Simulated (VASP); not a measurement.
# Cu (Fmmm) in VASP: a series of runs, part 2 of 2

VASP 6.6.1.

### Step 3. Single point, PBEsol (strain +0.1312 x Voigt [1, -1, 0, 0, 0, 0])

File INCAR:

```
ALGO     = Fast           # electronic algorithm
EDIFF    = 1E-6           # SCF threshold, eV
ENCUT    = 520            # plane-wave cutoff, eV
GGA      = PS             # functional
ISIF     = 2              # what is computed and relaxed
ISMEAR   = 0              # smearing method
LASPH    = True           # aspherical terms in the spheres
LCHARG   = True           # write CHGCAR
LELF     = True           # ELF
LREAL    = False          # projectors in reciprocal space
LVHAR    = True         
LWAVE    = False          # write WAVECAR
NBANDS   = 12             # bands
NELM     = 100            # most SCF steps
PREC     = Accurate       # precision mode
SIGMA    = 0.15           # smearing width, eV
```

File KPOINTS:

```
k-points
0
Gamma
  22 22 22
```

File POSCAR:

```
Cu
1.0
    0.0000000000      1.5703560000      1.8075000000
    2.0446440000      0.0000000000      1.8075000000
    2.0446440000      1.5703560000      0.0000000000
Cu
1
Direct
    0.0000000000      0.0000000000      0.0000000000
```

Potentials or basis: VASP PAW PBE potentials, release 64 (Cu).

Started as:

```sh
cat potpaw_PBE.64/Cu/POTCAR > POTCAR
mpirun -np 1 vasp_std > vasp.out
```

OUTCAR:

```text
EDIFF = 1E-6
   ENCUT = 520
   GGA = PS
   ISIF = 2
   ISMEAR = 0
   LASPH = True
   LREAL = False
   NELM = 100
   PREC = Accurate

 ion  position               nearest neighbor table
   1  0.000  0.000  0.000-

  LATTYP: Found a face centered orthorhombic cell.
 ALAT       =     3.1407120000
 B/A-ratio  =     1.1510128913
 C/A-ratio  =     1.3020257827

  Lattice vectors:

 A1 = (  -2.0446440000,   0.0000000000,  -1.8075000000)
 A2 = (  -2.0446440000,   1.5703560000,   0.0000000000)
[... 541 lines left out ...]
     12      36.6584      0.00000

 [... further k-points ...]

------------------------ aborting loop because EDIFF is reached ----------------------------------------

  FORCE on cell =-STRESS in cart. coord.  units (eV):
  Direction    XX          YY          ZZ          XY          YZ          ZX
  --------------------------------------------------------------------------------------
  -------------------------------------------------------------------------------------
  Total       -0.9056771      0.1643699      0.4477949      0.0000000      0.0000000      0.0000000
  in kB     -125.0143433     22.6886533     61.8109816      0.0000000      0.0000000      0.0000000
  external PRESSURE =     -13.5049028 kB  Pullay stress =       0.0000000 kB

 VOLUME and BASIS-vectors are now :
 -----------------------------------------------------------------------------
  energy-cutoff  :      520.00
  volume of cell :       11.61
      direct lattice vectors                 reciprocal lattice vectors
     0.000000000  1.570356000  1.807500000    -0.244541348  0.318399140  0.276625173
     2.044644000  0.000000000  1.807500000     0.244541348 -0.318399140  0.276625173
     2.044644000  1.570356000  0.000000000     0.244541348  0.318399140 -0.276625173

 POSITION                                       TOTAL-FORCE (eV/Angst)
 -----------------------------------------------------------------------------------
      0.00000      0.00000      0.00000         0.000000      0.000000     -0.000000
 -----------------------------------------------------------------------------------
    total drift:                                0.000000      0.000000      0.000000

  FREE ENERGIE OF THE ION-ELECTRON SYSTEM (eV)
  ---------------------------------------------------
  free  energy   TOTEN  =        -4.2395440911 eV

  energy  without entropy=       -4.2364265973  energy(sigma->0) =       -4.23798534
```

stdout:

```text
POSCAR found type information on POSCAR Cu
 POSCAR found :  1 types and       1 ions
 scaLAPACK will be used
 -----------------------------------------------------------------------------
|                                                                             |
|                                                                             |
|     You enforced a specific xc type in the INCAR file but a different       |
|     I HOPE YOU KNOW WHAT YOU ARE DOING!                                     |
|                                                                             |
 -----------------------------------------------------------------------------

 LDA part: xc-table for (Slater+PW92), standard interpolation
 POSCAR, INCAR and KPOINTS ok, starting setup
 FFT: planning ... GRIDC
 FFT: planning ... GRID_SOFT
 FFT: planning ... GRID
 WAVECAR not read
 entering main loop
WARNING in EDDRMM: call to ZHEGV failed, returncode =   6  3      8
WARNING in EDDRMM: call to ZHEGV failed, returncode =   6  3      9
WARNING in EDDRMM: call to ZHEGV failed, returncode =   6  3      9
WARNING in EDDRMM: call to ZHEGV failed, returncode =   6  3     10
WARNING in EDDRMM: call to ZHEGV failed, returncode =   6  3      7
```

It took 2.9 min on 1 thread of Intel Xeon Platinum 8259CL at 2.50GHz (Skylake/Cascade Lake), shared host; peak memory 0.31 GiB.

Results:

```yaml
Free_energy: -4.2395 eV
Pressure: -1.4 GPa
```

Levels at points of the mesh, in eV from the Fermi level:
| k point | band 1 | band 2 | band 3 | band 4 | band 5 | band 6 | band 7 | band 8 | band 9 | band 10 |
| --- | --- | --- | --- | --- | --- | --- | --- | --- | --- | --- |
| (0.00, 0.00, 0.00) | -9.49 | -3.64 | -2.89 | -2.85 | -2.40 | -1.83 | 23.77 | 24.65 | 25.76 | 26.88 |
| (0.50, 0.00, 0.00) | -5.13 | -3.65 | -2.50 | -1.84 | -1.44 | -0.89 | 4.11 | 16.86 | 21.85 | 21.87 |
| (0.50, 0.50, 0.00) | -4.99 | -4.16 | -1.98 | -1.90 | -1.13 | 1.35 | 7.10 | 13.93 | 14.38 | 18.55 |
| (0.50, 0.00, 0.50) | -4.85 | -4.56 | -1.76 | -1.64 | -1.20 | 4.97 | 10.07 | 10.58 | 11.12 | 15.41 |
| (0.00, 0.50, 0.50) | -5.20 | -4.41 | -1.66 | -1.66 | -1.45 | -0.85 | 4.13 | 16.69 | 16.80 | 20.76 |

Caveat: the cell differs from its parent crystal (strain +0.1312 x Voigt [1, -1, 0, 0, 0, 0]); the PAW data sets were made with another functional, which shifts forces and pressure a little.

### Step 4. Single point, PBEsol (strain +0.1125 x Voigt [1, -1, 0, 0, 0, 0])

File INCAR:

```
ALGO     = Fast           # electronic algorithm
EDIFF    = 1E-6           # SCF threshold, eV
ENCUT    = 520            # plane-wave cutoff, eV
GGA      = PS             # functional
ISIF     = 2              # what is computed and relaxed
ISMEAR   = 0              # smearing method
LASPH    = T              # aspherical terms in the spheres
LCHARG   = F              # write CHGCAR
LREAL    = F              # projectors in reciprocal space
LWAVE    = F              # write WAVECAR
NBANDS   = 12             # bands
NELM     = 80             # most SCF steps
PREC     = Accurate       # precision mode
SIGMA    = 0.15           # smearing width, eV
```

KPOINTS is that of step 3.

File POSCAR:

```
Cu
1.0
    0.0000000000      1.6041562500      1.8075000000
    2.0108437500      0.0000000000      1.8075000000
    2.0108437500      1.6041562500      0.0000000000
Cu
1
Direct
    0.0000000000      0.0000000000      0.0000000000
```

Started as:

```sh
cat potpaw_PBE.64/Cu/POTCAR > POTCAR
mpirun -np 1 vasp_std > vasp.out
```

It took 2.9 min on 1 thread of Intel Xeon Platinum 8259CL at 2.50GHz (Skylake/Cascade Lake), shared host; peak memory 0.31 GiB.

It converged, with:

```yaml
Free_energy: -4.2565 eV
Pressure: -2.7 GPa
```

Stress tensor (GPa, compression positive):
```
-11.47   0.00   0.00
  0.00   0.72   0.00
  0.00   0.00   2.79
```

Levels at points of the mesh, in eV from the Fermi level:
| k point | band 3 | band 4 | band 5 | band 6 | band 7 | band 8 |
| --- | --- | --- | --- | --- | --- | --- |
| (0.00, 0.00, 0.00) | -2.89 | -2.77 | -2.48 | -1.85 | 23.45 | 25.01 |
| (0.50, 0.00, 0.00) | -2.58 | -1.81 | -1.46 | -0.93 | 4.01 | 17.43 |
| (0.50, 0.50, 0.00) | -1.90 | -1.83 | -1.17 | 1.38 | 7.10 | 13.65 |
| (0.50, 0.00, 0.50) | -1.71 | -1.64 | -1.24 | 4.37 | 10.47 | 10.47 |
| (0.00, 0.50, 0.50) | -1.65 | -1.64 | -1.44 | -0.57 | 4.50 | 16.11 |

Caveat: the cell differs from its parent crystal (strain +0.1125 x Voigt [1, -1, 0, 0, 0, 0]); the PAW data sets were made with another functional, which shifts forces and pressure a little.

### Step 5. Summary

```csv
cell,gap on the mesh (eV),pressure (GPa)
"a = 2.755, b = 2.372, c = 2.585 Å, angles 67.4, 52.6, 60.0°, 1 atom",none,0.2
"a = 2.394, b = 2.729, c = 2.578 Å, angles 53.5, 66.5, 60.0°, 1 atom",none,-1.4
"a = 2.417, b = 2.704, c = 2.572 Å, angles 54.5, 65.5, 60.0°, 1 atom",none,-2.7
```

Alike in all rows: task single point; level PBEsol; potentials or basis VASP PAW PBE potentials, release 64 (Cu); no spin polarisation; k mesh 22 × 22 × 22; cutoff (eV) 520; smearing gaussian 0.15 eV.

Caveats: the PAW data sets were made with another functional, which shifts forces and pressure a little.

Total energies depend on the potentials used, so only differences within one code and one set of settings carry meaning.
